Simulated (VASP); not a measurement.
# Al4Ni3 in VASP: further runs, part 2 of 2

VASP 6.6.1. The steps go on from the part before.

## (3) Single point, PBEsol

File INCAR:

```
PREC = Accurate ; ENCUT = 520
EDIFF = 1E-7 ; ISMEAR = 0
SIGMA = 0.1 ; LREAL = F
LASPH = T ; NELM = 80
ALGO = Fast ; ISIF = 2
LWAVE = F ; LCHARG = F
LDIPOL = T ; IDIPOL = 3
DIPOL = 0.5 0.5 0.500 ; GGA = PS
NBANDS = 30
```

File KPOINTS:

```
regular mesh
0
Gamma
  12 12 1
```

File POSCAR:

```
Al4Ni3
1.0
    2.8621655562      0.0000000000      0.0000000000
    0.0000000000      2.8621655562      0.0000000000
    0.0000000000      0.0000000000     23.5864966686
Al Ni
4 3
Direct
    0.0000000000      0.0000000000      0.3188355135
    0.0000000000      0.0000000000      0.4388888452
    0.0000000000      0.0000000000      0.5611111526
    0.0000000000      0.0000000000      0.6811644852
    0.5000000000      0.5000000000      0.3763457807
    0.5000000000      0.5000000000      0.4999999981
    0.5000000000      0.5000000000      0.6236542247
```

Potentials or basis: VASP PAW PBE potentials, release 64 (Al, Ni).

The run is started by

```sh
cat potpaw_PBE.64/Al/POTCAR potpaw_PBE.64/Ni/POTCAR > POTCAR
mpirun -np 1 vasp_std > vasp.out
```

OUTCAR:

```text
PREC = Accurate
   ENCUT = 520
   EDIFF = 1E-7
   ISMEAR = 0
   LREAL = F
   LASPH = T
   NELM = 80
   ISIF = 2
   GGA = PS

 ion  position               nearest neighbor table
   1  0.000  0.000  0.319-   5 2.44   5 2.44   5 2.44   5 2.44   2 2.83
   2  0.000  0.000  0.439-   6 2.48   6 2.48   6 2.48   6 2.48   5 2.50   5 2.50   5 2.50   5 2.50
                             1 2.83   3 2.88
   3  0.000  0.000  0.561-   6 2.48   6 2.48   6 2.48   6 2.48   7 2.50   7 2.50   7 2.50   7 2.50
                             4 2.83   2 2.88
   4  0.000  0.000  0.681-   7 2.44   7 2.44   7 2.44   7 2.44   3 2.83
   5  0.500  0.500  0.376-   1 2.44   1 2.44   1 2.44   1 2.44   2 2.50   2 2.50   2 2.50   2 2.50
                             6 2.92
   6  0.500  0.500  0.500-   2 2.48   2 2.48   2 2.48   2 2.48   3 2.48   3 2.48   3 2.48   3 2.48
                             5 2.92   7 2.92
   7  0.500  0.500  0.624-   4 2.44   4 2.44   4 2.44   4 2.44   3 2.50   3 2.50   3 2.50   3 2.50
                             6 2.92

  LATTYP: Found a simple tetragonal cell.
 ALAT       =     2.8621655562
 C/A-ratio  =     8.2407869865

  Lattice vectors:

 A1 = (   2.8621655562,   0.0000000000,   0.0000000000)
 A2 = (   0.0000000000,   2.8621655562,   0.0000000000)
 A3 = (   0.0000000000,   0.0000000000,  23.5864966686)

Analysis of symmetry for initial positions (statically):
=====================================================================
 Subroutine PRICEL returns:
 Original cell was already a primitive cell.

 Routine SETGRP: Setting up the symmetry group for a
 simple tetragonal supercell.

 Subroutine GETGRP returns: Found 16 space group operations
 (whereof 16 operations were pure point group operations)
 out of a pool of 16 trial point group operations.

The static configuration has the point symmetry D_4h.

Analysis of symmetry for dynamics (positions and initial velocities):
=====================================================================
 Subroutine PRICEL returns:
 Original cell was already a primitive cell.

 Routine SETGRP: Setting up the symmetry group for a
 simple tetragonal supercell.

 Subroutine GETGRP returns: Found 16 space group operations
 (whereof 16 operations were pure point group operations)
 out of a pool of 16 trial point group operations.

The dynamic configuration has the point symmetry D_4h.

 Subroutine INISYM returns: Found 16 space group operations
 (whereof 16 operations are pure point group operations),
 and found     1 'primitive' translations

----------------------------------------------------------------------------------------

                                     Primitive cell

  volume of cell :     193.2204

  direct lattice vectors                    reciprocal lattice vectors
     2.862165556  0.000000000  0.000000000     0.349385799  0.000000000  0.000000000
     0.000000000  2.862165556  0.000000000     0.000000000  0.349385799  0.000000000
     0.000000000  0.000000000 23.586496669     0.000000000  0.000000000  0.042397140

  length of vectors
     2.862165556  2.862165556 23.586496669     0.349385799  0.349385799  0.042397140

  position of ions in fractional coordinates (direct lattice)
     0.000000000  0.000000000  0.318835513
     0.000000000  0.000000000  0.438888845
     0.000000000  0.000000000  0.561111153
     0.000000000  0.000000000  0.681164485
[... 72 lines left out ...]
   ions per type =               4   3
   NGX,Y,Z   is equivalent  to a cutoff of  13.94, 13.94, 12.69 a.u.
   NGXF,Y,Z  is equivalent  to a cutoff of  27.88, 27.88, 25.37 a.u.
 SYSTEM =  unknown system
   PREC   = accura    normal or accurate (medium, high low for compatibility)
   ISTART =      0    job   : 0-new  1-cont  2-samecut
   ICHARG =      2    charge: 1-file 2-atom 10-const
   ISPIN  =      1    spin polarized calculation?
   LNONCOLLINEAR =      F non collinear calculations
   LSORBIT =      F    spin-orbit coupling
   LASPH  =      T    aspherical Exc in radial PAW
   ENCUT  =  520.0 eV  38.22 Ry    6.18 a.u.   5.32  5.32 43.86*2*pi/ulx,y,z
   NELM   =     80;   NELMIN=  2; NELMDL= -5     # of ELM steps
   EDIFF  = 0.1E-06   stopping-criterion for ELM
   LREAL  =      F    real-space projection
   EDIFFG = 0.1E-05   stopping-criterion for IOM
   NSW    =      0    number of steps for IOM
   IBRION =     -1    ionic relax: 0-MD 1-quasi-New 2-CG
   NFREE  =      0    steps in history (QN), initial steepest desc. (CG)
   ISIF   =      2    stress and relaxation
   ISYM   =      2    0-nonsym 1-usesym 2-fastsym
   POTIM  = 0.5000    time-step for ionic-motion
   TEBEG  =    0.0;   TEEND  =   0.0 temperature during run
   PSTRESS=    0.0 pullay stress
   NELECT =      42.0000    total number of electrons
   NUPDOWN=      -1.0000    fix difference up-down
   EMIN   =  10.00;   EMAX   =-10.00  energy-range for DOS
   EFERMI =   0.00;   METHOD = LEGACY
   ISMEAR =     0;   SIGMA  =   0.10  broadening in eV -4-tet -1-fermi 0-gaus
   EFERMI_NEDOS =   21; number of points for ismear=-14 and -15
   IALGO  =     68    algorithm
   IMIX   =      4    mixing-type and parameters
     AMIX     =   0.40;   BMIX     =  1.00
     AMIX_MAG =   1.60;   BMIX_MAG =  1.00
  volume/ion in A,a.u.               =      27.60       186.27
  Fermi-wavevector in a.u.,A,eV,Ry     =   0.984329  1.860112 13.182734  0.968904
  Thomas-Fermi vector in A             =   2.115554
   LORBIT       =      0    0 simple, 1 ext, 2 COOP (PROOUT), +10 PAW based schemes
   GGA     = PS    functional components
   LHFCALC =     F    Hartree Fock is set to
   AEXX    =    0.0000 exact exchange contribution
   IVDW    =     0    specifies the selected vdW correction
   LEPSILON=     F    determine dielectric tensor
   LRPA    =     F    only Hartree local field effects (RPA)
 non-spin polarized calculation
 RMM-DIIS sequential band-by-band and
 Gauss-broadening in eV      SIGMA  =   0.10
  energy-cutoff  :      520.00
  volume of cell :      193.22
 maximum number of plane-waves:      5254
 NGX is ok and might be reduce to    24
   NGX = 11   NGY = 11   NGZ = 87

 dipolmoment           0.000000      0.000000      0.000000 electrons x Angstroem

 number of electron      42.0000017 magnetization

 dipolmoment           0.000000      0.000000     -0.000000 electrons x Angstroem

 Free energy of the ion-electron system (eV)
  ---------------------------------------------------
  ext. energy  EPLUGINS =         0.00000000
  ---------------------------------------------------
  free energy    TOTEN  =       -37.29555795 eV

  energy without entropy =      -37.26943626  energy(sigma->0) =      -37.28249711

 E-fermi :   2.2509     XC(G=0):  -6.2099

 val. band max:        2.2498275900   @ k =   0.2500   0.0833   0.0000
 cond. band min:       2.2543090092   @ k =   0.5000   0.0000   0.0000
 fundamental gap:      0.0044814192
 Fermi energy:         2.2509498563

 k-point     1 :       0.0000    0.0000    0.0000
  band No.  band energies     occupation
      1      -8.7769      2.00000
      2      -7.9911      2.00000
      3      -6.6130      2.00000
      4      -4.8897      2.00000
      5      -3.0608      2.00000
      6      -1.7667      2.00000
[... 781 lines left out ...]
     29       6.5655      0.00000
     30       6.9881      0.00000

 [... further k-points ...]

------------------------ aborting loop because EDIFF is reached ----------------------------------------

 vacuum level on the upper side and lower side of the slab       (xc-potential included)        -0.125        -0.125

  FORCE on cell =-STRESS in cart. coord.  units (eV):
  Direction    XX          YY          ZZ          XY          YZ          ZX
  --------------------------------------------------------------------------------------
  -------------------------------------------------------------------------------------
  Total       -1.6899319     -1.6899319      0.0802295      0.0000000      0.0000000      0.0000000
  in kB      -14.0128617    -14.0128617      0.6652606      0.0000000      0.0000000      0.0000000
  external PRESSURE =      -9.1201543 kB  Pullay stress =       0.0000000 kB

 VOLUME and BASIS-vectors are now :
 -----------------------------------------------------------------------------
  energy-cutoff  :      520.00
  volume of cell :      193.22
      direct lattice vectors                 reciprocal lattice vectors
     2.862165556  0.000000000  0.000000000     0.349385799  0.000000000  0.000000000
     0.000000000  2.862165556  0.000000000     0.000000000  0.349385799  0.000000000
     0.000000000  0.000000000 23.586496669     0.000000000  0.000000000  0.042397140

 POSITION                                       TOTAL-FORCE (eV/Angst)
 -----------------------------------------------------------------------------------
      0.00000      0.00000      7.52021         0.000000     -0.000000     -0.014708
      0.00000      0.00000     10.35185         0.000000     -0.000000     -0.000257
      0.00000      0.00000     13.23465         0.000000      0.000000      0.000257
      0.00000      0.00000     16.06628         0.000000     -0.000000      0.014708
      1.43108      1.43108      8.87668         0.000000      0.000000      0.006997
      1.43108      1.43108     11.79325         0.000000      0.000000      0.000000
      1.43108      1.43108     14.70982         0.000000      0.000000     -0.006997
 -----------------------------------------------------------------------------------
    total drift:                                0.000000      0.000000     -0.000024

  FREE ENERGIE OF THE ION-ELECTRON SYSTEM (eV)
  ---------------------------------------------------
  free  energy   TOTEN  =       -37.2955579475 eV

  energy  without entropy=      -37.2694362635  energy(sigma->0) =      -37.28249711

 vacuum level on the upper side and lower side of the slab         6.266         6.265
```

It took 4.3 min on 1 thread of AMD EPYC 7R13 (Zen 3), shared host; peak memory 0.36 GiB.

Results:

| Quantity | Value |
| --- | --- |
| Free energy | -37.2956 eV |
| Largest force | 0.015 eV/Å |
| Band gap on the k mesh | zero (bands 21 and 22 overlap by 1.50 eV) |

Forces on the atoms (eV/Å):
```
Al   0.000  0.000 -0.015
Al   0.000  0.000  0.000
Al   0.000  0.000  0.000
Al   0.000  0.000  0.015
Ni   0.000  0.000  0.007
Ni   0.000  0.000  0.000
Ni   0.000  0.000 -0.007
```

Levels at points of the mesh, in eV from the Fermi level:
| k point | band 17 | band 18 | band 19 | band 20 | band 21 | band 22 | band 23 | band 24 | band 25 | band 26 |
| --- | --- | --- | --- | --- | --- | --- | --- | --- | --- | --- |
| (0.00, 0.00, 0.00) | -1.67 | -1.66 | -1.55 | -0.94 | -0.70 | 0.59 | 2.52 | 3.75 | 4.40 | 5.09 |
| (0.50, 0.00, 0.00) | -2.08 | -1.93 | -1.67 | -0.92 | -0.81 | -0.72 | -0.04 | 0.00 | 2.05 | 3.31 |
| (0.50, 0.50, 0.00) | -1.10 | -1.10 | -1.05 | 0.40 | 0.40 | 1.50 | 1.62 | 2.18 | 2.19 | 2.26 |

Caveat: the PAW data sets were made with another functional, which shifts forces and pressure a little. Spin polarisation is off, so any magnetic state and its effect on volume and gap are missing.
